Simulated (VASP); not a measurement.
Runs of VASP 6.6.1 on Ni. The structure is that of space group Fm-3m (No. 225), or close to it. The cells are those of the table. 

```tsv
task	spin	cell	k mesh	cutoff (eV)	smearing	gap on the mesh (eV)	pressure (GPa)	moment (μB)
single point	off	a = 2.527 Å, angles 60.0°, 1 atom	15 × 15 × 15	520	fermi-dirac 0.1 eV	none	0.3	-
single point	collinear, ferromagnetic start	a = 2.530 Å, angles 60.0°, 1 atom	8 × 8 × 8	600	fermi-dirac 0.1 eV	none	(a)	0.68
single point	collinear, ferromagnetic start	a = 2.530 Å, angles 60.0°, 1 atom	15 × 15 × 15	520	fermi-dirac 0.05 eV	none	0.2	0.63
relaxation of cell and atoms	collinear, ferromagnetic start	relaxed from a = 2.492 Å, angles 60.0°, 1 atom	15 × 15 × 15	600	fermi-dirac 0.05 eV	none	-0.1	0.63
single point	collinear, ferromagnetic start	a = 2.495 Å, angles 60.0°, 1 atom	25 × 25 × 25	520	fermi-dirac 0.05 eV	none	7.7	(b)
```

Alike in all rows: level BLYP; potentials or basis VASP PAW PBE potentials, release 64 (Ni).

Fill in the values left out.

(a) 0.7; (b) 0.60.

Caveats: some runs use coarse meshes; the PAW data sets were made with another functional, which shifts forces and pressure a little; the cell stands under pressure (at least some runs).

A gap of «none» marks levels without a gap at the run's occupations.
